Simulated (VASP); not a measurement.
Pt, 5 atoms in the cell. The cell holds a slab with vacuum, 5 atoms: a = 2.786 Å, b = 2.786 Å, c = 19.100 Å, α = 90.00°, β = 90.00°, γ = 120.00°. 

```yaml
Program: VASP 6.6.1
Task: single point
Functional: r2SCAN
Potentials_or_basis: VASP PAW PBE potentials, release 64 (Pt)
Cutoff: 520 eV
k_mesh: 15 × 15 × 1
Occupations: gaussian, width 0.1 eV
Spin: no spin polarisation
Dipole_correction: yes
Further_INCAR_settings: ALGO = Normal; EDIFF = 1e-06; NBANDS = 33
```

Potentials or basis: VASP PAW PBE potentials, release 64 (Pt).

The run is started by

```sh
$ cat potpaw_PBE.64/Pt/POTCAR > POTCAR
$ cp INCAR.step1 INCAR
$ mpirun -np 1 vasp_std > vasp.out
$ cp INCAR.step2 INCAR
$ mpirun -np 1 vasp_std > vasp.out
```

Hardware: 1 thread of Intel(R) Xeon(R) Platinum 8488C (Sapphire Rapids), on a shared host.

Problem. How long does it take, and how much memory?

Solution. Wall time 8 min on 1 thread of Intel(R) Xeon(R) Platinum 8488C (Sapphire Rapids), with other jobs on the host, peak memory 0.34 GiB. Counts: k points 27.
